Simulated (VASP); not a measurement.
# KSi6 (Pm-3m) in VASP: a series of runs

Runs on KSi6. Level: PBEsol. Tasks: single point, relaxation of cell and atoms.

Program: VASP 6.6.1. These are calculated values, not measurements. Logs are shortened: lines on timing, memory, paths and dates and some standing lists are left out, and cuts for length are marked.

### Step 1. The cell of the first run

It takes space group Pm-3m (No. 221, cubic). Conventional cell: a = 5.850 Å, b = 5.850 Å, c = 5.850 Å, α = 90.00°, β = 90.00°, γ = 90.00°. Si (site symmetry 4mm) has 5 Si at 2.33 to 2.49 Å within 3.1 Å. K (site symmetry m-3m) has 24 Si at 4.30 Å within 5.6 Å.

### Step 2. Single point, PBEsol

Input file INCAR:

```
SYSTEM = KSi6
ALGO     = Normal         ! electronic algorithm
EDIFF    = 1E-6           ! SCF threshold, eV
ENCUT    = 500            ! plane-wave cutoff, eV
GGA      = PS             ! functional
GGA_COMPAT= .FALSE.      
ISIF     = 2              ! what is computed and relaxed
ISMEAR   = -1             ! smearing method
LASPH    = .TRUE.         ! aspherical terms in the spheres
LCHARG   = .TRUE.         ! write CHGCAR
LELF     = .TRUE.         ! ELF
LREAL    = .FALSE.        ! projectors in reciprocal space
LVHAR    = .TRUE.       
LWAVE    = .FALSE.        ! write WAVECAR
NBANDS   = 26             ! bands
NELM     = 120            ! most SCF steps
PREC     = Accurate       ! precision mode
SIGMA    = 0.1            ! smearing width, eV
```

Input file KPOINTS:

```
k-points
0
G
  7 7 7
  0 0 0
```

Input file POSCAR:

```
KSi6
1.0
    5.8503274538      0.0000000000      0.0000000000
    0.0000000000      5.8503274538      0.0000000000
    0.0000000000      0.0000000000      5.8503274538
Si K
6 1
Direct
    0.1994805624      0.5000000000      0.5000000000
    0.5000000000      0.1994805624      0.5000000000
    0.8005194376      0.5000000000      0.5000000000
    0.5000000000      0.8005194376      0.5000000000
    0.5000000000      0.5000000000      0.1994805624
    0.5000000000      0.5000000000      0.8005194376
    0.0000000000      0.0000000000      0.0000000000
```

Potentials or basis: VASP PAW PBE potentials, release 64 (Si, K_sv).

Started as:

```sh
cat potpaw_PBE.64/Si/POTCAR potpaw_PBE.64/K_sv/POTCAR > POTCAR
mpirun -np 1 vasp_std > vasp.out
```

OUTCAR:

```text
SYSTEM = KSi6
   EDIFF = 1E-6
   ENCUT = 500
   GGA = PS
   ISIF = 2
   ISMEAR = -1
   LASPH = .TRUE.
   LREAL = .FALSE.
   NELM = 120
   PREC = Accurate

 ion  position               nearest neighbor table
   1  0.199  0.500  0.500-   3 2.33   2 2.49   4 2.49   5 2.49   6 2.49
   2  0.500  0.199  0.500-   4 2.33   3 2.49   1 2.49   5 2.49   6 2.49
   3  0.801  0.500  0.500-   1 2.33   2 2.49   4 2.49   5 2.49   6 2.49
   4  0.500  0.801  0.500-   2 2.33   1 2.49   3 2.49   5 2.49   6 2.49
   5  0.500  0.500  0.199-   6 2.33   2 2.49   3 2.49   4 2.49   1 2.49
   6  0.500  0.500  0.801-   5 2.33   2 2.49   3 2.49   4 2.49   1 2.49
   7  0.000  0.000  0.000-

  LATTYP: Found a simple cubic cell.
 ALAT       =     5.8503274538

  Lattice vectors:

 A1 = (   5.8503274538,   0.0000000000,   0.0000000000)
 A2 = (   0.0000000000,   5.8503274538,   0.0000000000)
 A3 = (   0.0000000000,   0.0000000000,   5.8503274538)

Analysis of symmetry for initial positions (statically):
=====================================================================
 Subroutine PRICEL returns:
 Original cell was already a primitive cell.

 Routine SETGRP: Setting up the symmetry group for a
 simple cubic supercell.

 Subroutine GETGRP returns: Found 48 space group operations
 (whereof 48 operations were pure point group operations)
 out of a pool of 48 trial point group operations.

The static configuration has the point symmetry O_h .

Analysis of symmetry for dynamics (positions and initial velocities):
=====================================================================
 Subroutine PRICEL returns:
 Original cell was already a primitive cell.

 Routine SETGRP: Setting up the symmetry group for a
 simple cubic supercell.

 Subroutine GETGRP returns: Found 48 space group operations
 (whereof 48 operations were pure point group operations)
 out of a pool of 48 trial point group operations.

The dynamic configuration has the point symmetry O_h .

 Subroutine INISYM returns: Found 48 space group operations
 (whereof 48 operations are pure point group operations),
 and found     1 'primitive' translations

----------------------------------------------------------------------------------------

                                     Primitive cell

  volume of cell :     200.2352

  direct lattice vectors                    reciprocal lattice vectors
     5.850327454  0.000000000  0.000000000     0.170930603  0.000000000  0.000000000
     0.000000000  5.850327454  0.000000000     0.000000000  0.170930603  0.000000000
     0.000000000  0.000000000  5.850327454     0.000000000  0.000000000  0.170930603

  length of vectors
     5.850327454  5.850327454  5.850327454     0.170930603  0.170930603  0.170930603

  position of ions in fractional coordinates (direct lattice)
     0.199480562  0.500000000  0.500000000
     0.500000000  0.199480562  0.500000000
     0.800519438  0.500000000  0.500000000
     0.500000000  0.800519438  0.500000000
     0.500000000  0.500000000  0.199480562
     0.500000000  0.500000000  0.800519438
     0.000000000  0.000000000  0.000000000

  ion indices of the primitive-cell ions
   primitive index   ion index
                 1           1
                 2           2
                 3           3
                 4           4
                 5           5
                 6           6
                 7           7

----------------------------------------------------------------------------------------

 KPOINTS: k-points

Automatic generation of k-mesh.
 Grid dimensions read from file:
 generate k-points for:    7    7    7

 Generating k-lattice:

  Cartesian coordinates                     Fractional coordinates (reciprocal lattice)
     0.024418658  0.000000000  0.000000000     0.142857143  0.000000000  0.000000000
     0.000000000  0.024418658  0.000000000     0.000000000  0.142857143  0.000000000
     0.000000000  0.000000000  0.024418658     0.000000000  0.000000000  0.142857143

  Length of vectors
     0.024418658  0.024418658  0.024418658

  Shift w.r.t. Gamma in fractional coordinates (k-lattice)
     0.000000000  0.000000000  0.000000000

 Subroutine IBZKPT returns following result:
 ===========================================

 Found     20 irreducible k-points:

 Following reciprocal coordinates:
            Coordinates               Weight
  0.000000  0.000000  0.000000      1.000000
  0.142857  0.000000  0.000000      6.000000
  0.285714  0.000000  0.000000      6.000000
  0.428571  0.000000  0.000000      6.000000
  0.142857  0.142857  0.000000     12.000000
  0.285714  0.142857  0.000000     24.000000
[... 12 lines left out ...]
  0.428571  0.428571  0.285714     24.000000
  0.428571  0.428571  0.428571      8.000000
   k-points           NKPTS =     20   k-points in BZ     NKDIM =     20   number of bands    NBANDS=     26
   number of dos      NEDOS =    301   number of ions     NIONS =      7
   total plane-waves  NPLWV = 110592
   dimension x,y,z NGX =    48 NGY =   48 NGZ =   48
   dimension x,y,z NGXF=    96 NGYF=   96 NGZF=   96
   ions per type =               6   1
   NGX,Y,Z   is equivalent  to a cutoff of  13.64, 13.64, 13.64 a.u.
   NGXF,Y,Z  is equivalent  to a cutoff of  27.28, 27.28, 27.28 a.u.
 SYSTEM =  KSi6
   PREC   = accura    normal or accurate (medium, high low for compatibility)
   ISTART =      0    job   : 0-new  1-cont  2-samecut
   ICHARG =      2    charge: 1-file 2-atom 10-const
   ISPIN  =      1    spin polarized calculation?
   LNONCOLLINEAR =      F non collinear calculations
   LSORBIT =      F    spin-orbit coupling
   LASPH  =      T    aspherical Exc in radial PAW
   ENCUT  =  500.0 eV  36.75 Ry    6.06 a.u.  10.67 10.67 10.67*2*pi/ulx,y,z
   NELM   =    120;   NELMIN=  2; NELMDL= -5     # of ELM steps
   EDIFF  = 0.1E-05   stopping-criterion for ELM
   LREAL  =      F    real-space projection
   EDIFFG = 0.1E-04   stopping-criterion for IOM
   NSW    =      0    number of steps for IOM
   IBRION =     -1    ionic relax: 0-MD 1-quasi-New 2-CG
   NFREE  =      0    steps in history (QN), initial steepest desc. (CG)
   ISIF   =      2    stress and relaxation
   ISYM   =      2    0-nonsym 1-usesym 2-fastsym
   POTIM  = 0.5000    time-step for ionic-motion
   TEBEG  =    0.0;   TEEND  =   0.0 temperature during run
   PSTRESS=    0.0 pullay stress
   NELECT =      33.0000    total number of electrons
   NUPDOWN=      -1.0000    fix difference up-down
   EMIN   =  10.00;   EMAX   =-10.00  energy-range for DOS
   EFERMI =   0.00;   METHOD = LEGACY
   ISMEAR =    -1;   SIGMA  =   0.10  broadening in eV -4-tet -1-fermi 0-gaus
   EFERMI_NEDOS =   21; number of points for ismear=-14 and -15
   IALGO  =     38    algorithm
   IMIX   =      4    mixing-type and parameters
     AMIX     =   0.40;   BMIX     =  1.00
     AMIX_MAG =   1.60;   BMIX_MAG =  1.00
  volume/ion in A,a.u.               =      28.61       193.04
  Fermi-wavevector in a.u.,A,eV,Ry     =   0.897565  1.696152 10.961168  0.805623
  Thomas-Fermi vector in A             =   2.020165
   LORBIT       =      0    0 simple, 1 ext, 2 COOP (PROOUT), +10 PAW based schemes
   GGA     = PS    functional components
   LHFCALC =     F    Hartree Fock is set to
   AEXX    =    0.0000 exact exchange contribution
   IVDW    =     0    specifies the selected vdW correction
   LEPSILON=     F    determine dielectric tensor
   LRPA    =     F    only Hartree local field effects (RPA)
 non-spin polarized calculation
  energy-cutoff  :      500.00
  volume of cell :      200.24
 maximum number of plane-waves:      5107
 NGX is ok and might be reduce to    48
   NGX = 21   NGY = 21   NGZ = 21

 number of electron      32.9999998 magnetization

 Free energy of the ion-electron system (eV)
  ---------------------------------------------------
  ext. energy  EPLUGINS =         0.00000000
  ---------------------------------------------------
  free energy    TOTEN  =       -31.41314258 eV

  energy without entropy =      -31.23681719  energy(sigma->0) =      -31.32497988

 E-fermi :   3.3548     XC(G=0):  -7.9664

 val. band max:        3.3385680498   @ k =   0.4286   0.4286   0.1429
 cond. band min:       3.4166459511   @ k =   0.1429   0.1429   0.0000
 fundamental gap:      0.0780779013
 Fermi energy:         3.3548141156

 k-point     1 :       0.0000    0.0000    0.0000
  band No.  band energies     occupation
      1     -28.1464      2.00000
      2     -11.6682      2.00000
      3     -11.6682      2.00000
      4     -11.6682      2.00000
      5      -9.5715      2.00000
      6      -4.3848      2.00000
[... 18 lines left out ...]
     25       7.6969      0.00000
     26       7.6971      0.00000

 k-point     2 :       0.1429    0.0000    0.0000
  band No.  band energies     occupation
      1     -28.1464      2.00000
      2     -11.6693      2.00000
      3     -11.6681      2.00000
      4     -11.6681      2.00000
      5      -9.5376      2.00000
      6      -5.1823      2.00000
[... 18 lines left out ...]
     25       7.6916      0.00000
     26       7.6920      0.00000

 k-point     3 :       0.2857    0.0000    0.0000
  band No.  band energies     occupation
      1     -28.1464      2.00000
      2     -11.6718      2.00000
      3     -11.6679      2.00000
      4     -11.6679      2.00000
      5      -9.4556      2.00000
      6      -5.8316      2.00000
[... 456 lines left out ...]
 k-point    19 :       0.4286    0.4286    0.2857
  band No.  band energies     occupation
      1     -28.1463      2.00000
      2     -11.6711      2.00000
      3     -11.6710      2.00000
      4     -11.6695      2.00000
      5      -9.0512      2.00000
      6      -6.1223      2.00000
[... 18 lines left out ...]
     25       6.7927      0.00000
     26       7.0652      0.00000

 k-point    20 :       0.4286    0.4286    0.4286
  band No.  band energies     occupation
      1     -28.1463      2.00000
      2     -11.6708      2.00000
      3     -11.6706      2.00000
      4     -11.6706      2.00000
      5      -8.9629      2.00000
      6      -6.1082      2.00000
[... 18 lines left out ...]
     25       6.4647      0.00000
     26       7.1549      0.00000

------------------------ aborting loop because EDIFF is reached ----------------------------------------

  FORCE on cell =-STRESS in cart. coord.  units (eV):
  Direction    XX          YY          ZZ          XY          YZ          ZX
  --------------------------------------------------------------------------------------
  -------------------------------------------------------------------------------------
  Total        0.0538161      0.0538161      0.0538161      0.0000000     -0.0000000      0.0000000
  in kB        0.4306078      0.4306078      0.4306078      0.0000000     -0.0000000      0.0000000
  external PRESSURE =       0.4306078 kB  Pullay stress =       0.0000000 kB

 VOLUME and BASIS-vectors are now :
 -----------------------------------------------------------------------------
  energy-cutoff  :      500.00
  volume of cell :      200.24
      direct lattice vectors                 reciprocal lattice vectors
     5.850327454  0.000000000  0.000000000     0.170930603  0.000000000  0.000000000
     0.000000000  5.850327454  0.000000000     0.000000000  0.170930603  0.000000000
     0.000000000  0.000000000  5.850327454     0.000000000  0.000000000  0.170930603

 POSITION                                       TOTAL-FORCE (eV/Angst)
 -----------------------------------------------------------------------------------
      1.16703      2.92516      2.92516         0.001781     -0.000000     -0.000000
      2.92516      1.16703      2.92516        -0.000000      0.001781     -0.000000
      4.68330      2.92516      2.92516        -0.001781      0.000000      0.000000
      2.92516      4.68330      2.92516         0.000000     -0.001781      0.000000
      2.92516      2.92516      1.16703        -0.000000      0.000000      0.001781
      2.92516      2.92516      4.68330         0.000000     -0.000000     -0.001781
      0.00000      0.00000      0.00000        -0.000000      0.000000      0.000000
 -----------------------------------------------------------------------------------
    total drift:                               -0.000000      0.000000      0.000000

  FREE ENERGIE OF THE ION-ELECTRON SYSTEM (eV)
  ---------------------------------------------------
  free  energy   TOTEN  =       -31.4131425812 eV

  energy  without entropy=      -31.2368171856  energy(sigma->0) =      -31.32497988
```

Run time: 3.1 min. Hardware: 1 thread of AMD EPYC 7R43 (Zen 3), shared host; peak memory 0.33 GiB.

Results:

```yaml
Free_energy: -31.4131 eV
Pressure: 0.0 GPa
Band_gap_on_the_k_mesh: zero (an odd number of electrons rules out a gap without spin polarisation)
```

Caveat: the PAW data sets were made with another functional, which shifts forces and pressure a little.

### Step 3. Relaxation of cell and atoms, PBEsol

This run uses another cell than the first one, of 19.11 Å³/atom.

Input file INCAR:

```
SYSTEM = KSi6
ALGO     = Normal         ! electronic algorithm
EDIFF    = 1E-7           ! SCF threshold, eV
EDIFFG   = -0.01          ! ionic threshold
ENCUT    = 500            ! plane-wave cutoff, eV
GGA      = PS             ! functional
GGA_COMPAT= .FALSE.      
IBRION   = 2              ! ionic algorithm
ISIF     = 3              ! what is computed and relaxed
ISMEAR   = -1             ! smearing method
LASPH    = .TRUE.         ! aspherical terms in the spheres
LCHARG   = .FALSE.        ! write CHGCAR
LREAL    = .FALSE.        ! projectors in reciprocal space
LWAVE    = .FALSE.        ! write WAVECAR
NELM     = 120            ! most SCF steps
NELMIN   = 4            
NSW      = 100            ! ionic steps
PREC     = Accurate       ! precision mode
SIGMA    = 0.1            ! smearing width, eV
```

KPOINTS is that of step 2.

Input file POSCAR:

```
KSi6
1.0
    5.1141210000      0.0000000000      0.0000000000
    0.0000000000      5.1141210000      0.0000000000
    0.0000000000      0.0000000000      5.1141210000
Si K
6 1
Direct
    0.1970000000      0.5000000000      0.5000000000
    0.5000000000      0.1970000000      0.5000000000
    0.8030000000      0.5000000000      0.5000000000
    0.5000000000      0.8030000000      0.5000000000
    0.5000000000      0.5000000000      0.1970000000
    0.5000000000      0.5000000000      0.8030000000
    0.0000000000      0.0000000000      0.0000000000
```

Potentials or basis: VASP PAW PBE potentials, release 64 (Si, K_sv).

Started as:

```sh
cat potpaw_PBE.64/Si/POTCAR potpaw_PBE.64/K_sv/POTCAR > POTCAR
mpirun -np 1 vasp_std > vasp.out
```

Run time: 8.6 min. Hardware: 1 thread of AMD EPYC 7R43 (Zen 3), shared host; peak memory 0.23 GiB.

Results (log left out):

```yaml
Free_energy: -31.4065 eV
Relaxed_volume: 28.66 Å³/atom
Relaxed_cell: a = 5.854 Å, b = 5.854 Å, c = 5.854 Å, α = 90.00°, β = 90.00°, γ = 90.00°
Space_group_after_relaxing_to_0.1_Å: Pm-3m (No. 221)
Energy_gained_by_relaxing: 693.6 meV/atom
Ionic_steps: 9
Pressure_after_relaxing: 0.0 GPa
Largest_force_after_relaxing: 0.009 eV/Å
Band_gap_on_the_k_mesh: zero (an odd number of electrons rules out a gap without spin polarisation)
```

Forces on the atoms (eV/Å):
```
Si  -0.009  0.000  0.000
Si   0.000 -0.009  0.000
Si   0.009  0.000  0.000
Si   0.000  0.009  0.000
Si   0.000  0.000 -0.009
Si   0.000  0.000  0.009
K    0.000  0.000  0.000
```

Step by step:
```tsv
step	energy change (eV)	largest force (eV/Å)	pressure (GPa)	volume (Å³)
1	0.0000	1.3968	33.69	133.76
2	-3.8935	2.0013	-3.20	227.58
3	-4.4457	1.9448	1.86	189.68
4	-4.4479	1.9798	0.90	194.19
5	-4.8350	0.1848	-0.55	206.85
6	-4.8471	0.0952	-0.60	204.65
7	-4.8546	0.0318	-0.11	201.50
8	-4.8547	0.0496	-0.04	201.08
9	-4.8551	0.0089	-0.01	200.60
```

Final structure:
```xyz
7
Lattice="5.8538 0.0000 0.0000 0.0000 5.8538 0.0000 0.0000 0.0000 5.8538" Properties=species:S:1:pos:R:3 pbc="T T T"
Si    1.1684    2.9269    2.9269
Si    2.9269    1.1684    2.9269
Si    4.6854    2.9269    2.9269
Si    2.9269    4.6854    2.9269
Si    2.9269    2.9269    1.1684
Si    2.9269    2.9269    4.6854
K     0.0000    0.0000    0.0000
```

Levels at points of the mesh, in eV from the Fermi level:
```csv
k point,band 14,band 15,band 16,band 17,band 18,band 19,band 20
"(0.00, 0.00, 0.00)",-2.37,-0.42,-0.42,-0.42,0.50,0.50,0.50
```

Caveat: the volume moved by over 15 % at a fixed basis, so the end points are rough; the PAW data sets were made with another functional, which shifts forces and pressure a little.
